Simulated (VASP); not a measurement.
# La (P6/mmm) in VASP: single point with PBE

Aim: the single point of La with PBE.

All numbers are computed with VASP 6.6.1; they aren't measurements. Logs are shortened: lines on timing, memory, paths and dates and some standing lists are left out, and cuts for length are marked.

## (1) The cell of the first run

It takes space group P6/mmm (No. 191, hexagonal). The conventional cell has a = 3.388 Å, b = 3.388 Å, c = 3.346 Å, α = 90.00°, β = 90.00°, γ = 120.00°. La (site symmetry 6/mmm) has 8 La at 3.35 to 3.39 Å within 4.4 Å.

## (2) Single point, PBE

Input file INCAR:

```
SYSTEM = La
PREC = Accurate ; ENCUT = 520
EDIFF = 1E-6 ; ISMEAR = -1
SIGMA = 0.08 ; LREAL = .FALSE.
LASPH = .TRUE. ; NELM = 100
ALGO = Normal ; ISIF = 2
LWAVE = .FALSE. ; LCHARG = .FALSE.
GGA = PE ; NBANDS = 12
```

Input file KPOINTS:

```
regular mesh
0
G
  12 12 11
  0 0 0
```

Input file POSCAR:

```
La
1.0
    3.3878002427      0.0000000000      0.0000000000
   -1.6939001214      2.9339210732      0.0000000000
    0.0000000000      0.0000000000      3.3455086990
La
1
Direct
    0.0000000000      0.0000000000      0.0000000000
```

Potentials or basis: VASP PAW PBE potentials, release 64 (La).

Started as:

```sh
cat potpaw_PBE.64/La/POTCAR > POTCAR
mpirun -np 1 vasp_std > vasp.out
```

OUTCAR:

```text
SYSTEM = La
   PREC = Accurate
   ENCUT = 520
   EDIFF = 1E-6
   ISMEAR = -1
   LREAL = .FALSE.
   LASPH = .TRUE.
   NELM = 100
   ISIF = 2
   GGA = PE

 ion  position               nearest neighbor table
   1  0.000  0.000  0.000-

  LATTYP: Found a hexagonal cell.
 ALAT       =     3.3878002427
 C/A-ratio  =     0.9875165179

  Lattice vectors:

 A1 = (   3.3878002427,   0.0000000000,   0.0000000000)
 A2 = (  -1.6939001214,   2.9339210732,   0.0000000000)
 A3 = (   0.0000000000,   0.0000000000,   3.3455086990)

Analysis of symmetry for initial positions (statically):
=====================================================================
 Subroutine PRICEL returns:
 Original cell was already a primitive cell.

 Routine SETGRP: Setting up the symmetry group for a
 hexagonal supercell.

 Subroutine GETGRP returns: Found 24 space group operations
 (whereof 24 operations were pure point group operations)
 out of a pool of 24 trial point group operations.

The static configuration has the point symmetry D_6h.

Analysis of symmetry for dynamics (positions and initial velocities):
=====================================================================
 Subroutine PRICEL returns:
 Original cell was already a primitive cell.

 Routine SETGRP: Setting up the symmetry group for a
 hexagonal supercell.

 Subroutine GETGRP returns: Found 24 space group operations
 (whereof 24 operations were pure point group operations)
 out of a pool of 24 trial point group operations.

The dynamic configuration has the point symmetry D_6h.

 Subroutine INISYM returns: Found 24 space group operations
 (whereof 24 operations are pure point group operations),
 and found     1 'primitive' translations

----------------------------------------------------------------------------------------

                                     Primitive cell

  volume of cell :      33.2528

  direct lattice vectors                    reciprocal lattice vectors
     3.387800243  0.000000000  0.000000000     0.295176790  0.170420399  0.000000000
    -1.693900121  2.933921073  0.000000000     0.000000000  0.340840798  0.000000000
     0.000000000  0.000000000  3.345508699     0.000000000  0.000000000  0.298908205

  length of vectors
     3.387800243  3.387800243  3.345508699     0.340840798  0.340840798  0.298908205

  position of ions in fractional coordinates (direct lattice)
     0.000000000  0.000000000  0.000000000

  ion indices of the primitive-cell ions
   primitive index   ion index
                 1           1

[... 81 lines left out ...]
   PSTRESS=    0.0 pullay stress
   NELECT =      11.0000    total number of electrons
   NUPDOWN=      -1.0000    fix difference up-down
   EMIN   =  10.00;   EMAX   =-10.00  energy-range for DOS
   EFERMI =   0.00;   METHOD = LEGACY
   ISMEAR =    -1;   SIGMA  =   0.08  broadening in eV -4-tet -1-fermi 0-gaus
   EFERMI_NEDOS =   21; number of points for ismear=-14 and -15
   IALGO  =     38    algorithm
   IMIX   =      4    mixing-type and parameters
     AMIX     =   0.40;   BMIX     =  1.00
     AMIX_MAG =   1.60;   BMIX_MAG =  1.00
  volume/ion in A,a.u.               =      33.25       224.40
  Fermi-wavevector in a.u.,A,eV,Ry     =   1.132217  2.139580 17.441511  1.281915
  Thomas-Fermi vector in A             =   2.268917
   LORBIT       =      0    0 simple, 1 ext, 2 COOP (PROOUT), +10 PAW based schemes
   GGA     = PE    functional components
   LHFCALC =     F    Hartree Fock is set to
   AEXX    =    0.0000 exact exchange contribution
   IVDW    =     0    specifies the selected vdW correction
   LEPSILON=     F    determine dielectric tensor
   LRPA    =     F    only Hartree local field effects (RPA)
 non-spin polarized calculation
  energy-cutoff  :      520.00
  volume of cell :       33.25
 maximum number of plane-waves:       918
 NGX is ok and might be reduce to    28
   NGX = 13   NGY = 13   NGZ = 13

 number of electron      10.9999999 magnetization

 Free energy of the ion-electron system (eV)
  ---------------------------------------------------
  ext. energy  EPLUGINS =         0.00000000
  ---------------------------------------------------
  free energy    TOTEN  =        -4.58875592 eV

  energy without entropy =       -4.54561188  energy(sigma->0) =       -4.56718390

 E-fermi :   8.8030     XC(G=0):  -9.9842

 val. band max:        8.7983128574   @ k =   0.3333   0.1667   0.1818
 cond. band min:       8.8073547594   @ k =   0.3333   0.0833   0.0909
 fundamental gap:      0.0090419020
 Fermi energy:         8.8030305873

 k-point     1 :       0.0000    0.0000    0.0000
  band No.  band energies     occupation
      1     -24.0347      2.00000
      2      -6.8377      2.00000
      3      -6.4779      2.00000
      4      -6.4779      2.00000
      5       6.0390      2.00000
      6       7.6825      2.00000
      7      10.2065      0.00000
      8      10.6319      0.00000
      9      10.6319      0.00000
     10      11.1471      0.00000
     11      11.1959      0.00000
     12      11.2187      0.00000
[... 331 lines left out ...]
 k-point    24 :       0.3333   -0.0000    0.0909
  band No.  band energies     occupation
      1     -23.7266      2.00000
      2      -8.2978      2.00000
      3      -6.8860      2.00000
      4      -6.7532      2.00000
      5       7.3065      2.00000
      6       8.5376      1.93004
      7      10.3441      0.00000
      8      10.7622      0.00000
      9      10.8998      0.00000
     10      11.0788      0.00000
     11      11.1743      0.00000
     12      11.3740      0.00000

 [... further k-points ...]

------------------------ aborting loop because EDIFF is reached ----------------------------------------

  FORCE on cell =-STRESS in cart. coord.  units (eV):
  Direction    XX          YY          ZZ          XY          YZ          ZX
  --------------------------------------------------------------------------------------
  -------------------------------------------------------------------------------------
  Total        0.6434076      0.6434076      0.6415750     -0.0000000     -0.0000000      0.0000000
  in kB       31.0004798     31.0004798     30.9121786     -0.0000000     -0.0000000      0.0000000
  external PRESSURE =      30.9710461 kB  Pullay stress =       0.0000000 kB

 VOLUME and BASIS-vectors are now :
 -----------------------------------------------------------------------------
  energy-cutoff  :      520.00
  volume of cell :       33.25
      direct lattice vectors                 reciprocal lattice vectors
     3.387800243  0.000000000  0.000000000     0.295176790  0.170420399  0.000000000
    -1.693900121  2.933921073  0.000000000     0.000000000  0.340840798  0.000000000
     0.000000000  0.000000000  3.345508699     0.000000000  0.000000000  0.298908205

 POSITION                                       TOTAL-FORCE (eV/Angst)
 -----------------------------------------------------------------------------------
      0.00000      0.00000      0.00000         0.000000      0.000000      0.000000
 -----------------------------------------------------------------------------------
    total drift:                                0.000000      0.000000     -0.000000

  FREE ENERGIE OF THE ION-ELECTRON SYSTEM (eV)
  ---------------------------------------------------
  free  energy   TOTEN  =        -4.5887559180 eV

  energy  without entropy=       -4.5456118823  energy(sigma->0) =       -4.56718390
```

OSZICAR:

```text
N       E                     dE             d eps       ncg     rms          rms(c)
DAV:   1     0.943337461514E+02    0.94334E+02   -0.38452E+03  2760   0.121E+03
DAV:   2     0.199377438836E+01   -0.92340E+02   -0.88164E+02  3392   0.185E+02
DAV:   3    -0.430498231936E+01   -0.62988E+01   -0.59936E+01  3928   0.755E+01
DAV:   4    -0.461312351334E+01   -0.30814E+00   -0.30263E+00  5072   0.119E+01
DAV:   5    -0.462806399916E+01   -0.14940E-01   -0.14893E-01  4780   0.238E+00    0.282E+00
DAV:   6    -0.459316469867E+01    0.34899E-01   -0.29938E-02  4748   0.152E+00    0.167E+00
DAV:   7    -0.458448586194E+01    0.86788E-02   -0.43798E-02  3680   0.173E+00    0.342E-01
DAV:   8    -0.458776514559E+01   -0.32793E-02   -0.14979E-02  4252   0.107E+00    0.158E-01
DAV:   9    -0.458873750719E+01   -0.97236E-03   -0.36115E-03  4628   0.414E-01    0.468E-02
DAV:  10    -0.458876093150E+01   -0.23424E-04   -0.18325E-04  5096   0.153E-01    0.357E-02
DAV:  11    -0.458875791633E+01    0.30152E-05   -0.51248E-05  5216   0.933E-02    0.211E-02
DAV:  12    -0.458875599546E+01    0.19209E-05   -0.32847E-06  5204   0.215E-02    0.871E-03
DAV:  13    -0.458875591803E+01    0.77439E-07   -0.64196E-07  4572   0.101E-02
   1 F= -.45887559E+01 E0= -.45671839E+01  d E =-.431440E-01
```

stdout:

```text
POSCAR found type information on POSCAR La
 POSCAR found :  1 types and       1 ions
 scaLAPACK will be used
 LDA part: xc-table for (Slater+PW92), standard interpolation
 POSCAR, INCAR and KPOINTS ok, starting setup
 FFT: planning ... GRIDC
 FFT: planning ... GRID_SOFT
 FFT: planning ... GRID
 WAVECAR not read
 entering main loop
```

It took 48 s on 1 thread of Intel Xeon Platinum 8375C at 2.90GHz (Ice Lake), shared host; peak memory 0.2 GiB.

What came out:

| Item | Value |
| --- | --- |
| Free energy | -4.5888 eV |
| Pressure | 3.1 GPa |

Caveat: spin-orbit coupling is left out, which moves the levels of the heavy elements.
